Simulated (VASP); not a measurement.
Write the native input for VASP 6.6.1 that does the following.

```yaml
Task: electric field gradients
Functional: PBE
Potentials_or_basis: VASP PAW PBE potentials, release 64 (Na_pv)
Cutoff: 520 eV
k_mesh: 13 × 13 × 7
Occupations: fermi-dirac, width 0.05 eV
Spin: no spin polarisation
Dipole_correction: no
Further_INCAR_settings: ALGO = Normal; EDIFF = 1e-08; NBANDS = 14
```

The structure of Na lies in POSCAR:

```
Na
1.0
    3.7670009976      0.0000000000      0.0000000000
   -1.8835004988      3.2623185600      0.0000000000
    0.0000000000      0.0000000000      6.3386200000
Na
2
Direct
    0.3333333333      0.6666666667      0.2500000000
    0.6666666667      0.3333333333      0.7500000000
```

This isn't the form of Na at room conditions, which is bcc.

This cell differs from its parent crystal: zz strain of +3 %.

These files were run (other wordings do the same):

INCAR

```
PREC = Accurate
ENCUT = 520
EDIFF = 1E-8
ISMEAR = -1
SIGMA = 0.05
LREAL = F
LASPH = T
NELM = 60
ALGO = Normal
ISIF = 2
LWAVE = F
LCHARG = F
GGA = PE
LEFG = T
NBANDS = 14
```

KPOINTS

```
Automatic mesh
0
Gamma
  13 13 7
```

Potentials or basis: VASP PAW PBE potentials, release 64 (Na_pv).

Command:

```bash
$ cat potpaw_PBE.64/Na_pv/POTCAR > POTCAR
$ mpirun -np 1 vasp_std > vasp.out
```

Results of the run:

| Item | Value |
| --- | --- |
| Pressure | -0.4 GPa |
| Band gap on the k mesh | zero (bands 7 and 8 overlap by 3.37 eV) |
| Largest electric field gradient by atom | Na -0.5 V/Å² |

Caveat: the cell differs from its parent crystal (zz strain of +3 %); without QUAD_EFG the Cq values of the log hold for a quadrupole moment of 1 mb, not for the nuclei.

It took 48 s on 1 thread of AMD EPYC 7R43 64-Core Processor (Zen 3), with other jobs on the host, peak memory 0.18 GiB.
